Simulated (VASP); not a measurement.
Input of a VASP 6.6.1 run:

The input INCAR:

```
PREC = Accurate ; ENCUT = 520
EDIFF = 1E-8 ; ISMEAR = -1
SIGMA = 0.08 ; LREAL = F
LASPH = T ; NELM = 60
ALGO = Normal ; ISIF = 2
LWAVE = F ; LCHARG = F
GGA = CA ; LEFG = T
NBANDS = 16
```

KPOINTS

```
Automatic mesh
0
Gamma
  9 9 6
```

POSCAR

```
Te
1.0
    4.5917394425      0.0000000000      0.0000000000
   -2.2958697213      3.9765630047      0.0000000000
    0.0000000000      0.0000000000      5.9250000000
Te
3
Direct
    0.7450000000      0.0000000000      0.3333333333
    0.0000000000      0.7450000000      0.6666666667
    0.2550000000      0.2550000000      0.0000000000
```

Potentials or basis: VASP PAW LDA potentials, release 64 (Te).

Run with:

```bash
$ cat potpaw_LDA.64/Te/POTCAR > POTCAR
$ mpirun -np 1 vasp_std > vasp.out
```

Question: What does it give for the band gap on the k mesh?

Answer: 0.25 eV, direct.

Question: What does it give for the pressure?

Answer: -2.4 GPa.

Electric field gradients, principal values (V/Å²):
```
atom    least   middle  greatest (by size)
1 Te  200.532  381.981            -582.513
2 Te  200.532  381.981            -582.513
3 Te  200.532  381.981            -582.513
```

Caveat: the cell differs from its parent crystal (equal xx and yy strain of +3 %); without QUAD_EFG the Cq values of the log hold for a quadrupole moment of 1 mb, not for the nuclei; spin-orbit coupling is left out, which moves the levels of the heavy elements. A k mesh can miss the band edges.
